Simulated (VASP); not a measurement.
Here is a VASP 6.6.1 calculation.

Contents of INCAR:

```
SYSTEM = SnSe
  PREC = Accurate
  ENCUT = 520
  EDIFF = 1E-6
  ISMEAR = -1
  SIGMA = 0.02
  LREAL = .False.
  LASPH = .True.
  NELM = 80
  ALGO = Normal
  ISIF = 2
  LWAVE = .False.
  LCHARG = .False.
  GGA = PE
  NBANDS = 17
```

Contents of KPOINTS:

```
Automatic mesh
0
Gamma
  9 9 9
  0 0 0
```

POSCAR

```
SnSe
1.0
    0.0000000000      3.0100000000      3.0100000000
    3.0100000000      0.0000000000      3.0100000000
    3.0100000000      3.0100000000      0.0000000000
Sn Se
1 1
Direct
    0.0132890365      0.0132890365     -0.0132890365
    0.5000000000      0.5000000000      0.5000000000
```

Potentials or basis: VASP PAW PBE potentials, release 64 (Sn_d, Se).

Launch:

```bash
$ cat potpaw_PBE.64/Sn_d/POTCAR potpaw_PBE.64/Se/POTCAR > POTCAR
$ mpirun -np 1 vasp_std > vasp.out
```

Task: Predict the largest force.

Result: 0.014 eV/Å.

Task: Predict the band gap on the k mesh.

Result: 0.63 eV, direct.

Task: What does it give for the pressure?

Result: 1.1 GPa.

Stress tensor (GPa, compression positive):
```
1.05 0.00 0.00
0.00 1.05 0.00
0.00 0.00 1.23
```

Caveat: the cell differs from its parent crystal (atom 1 (Sn) moved by [0.0, 0.0, 0.08] A); spin-orbit coupling is left out, which moves the levels of the heavy elements. A k mesh can miss the band edges.
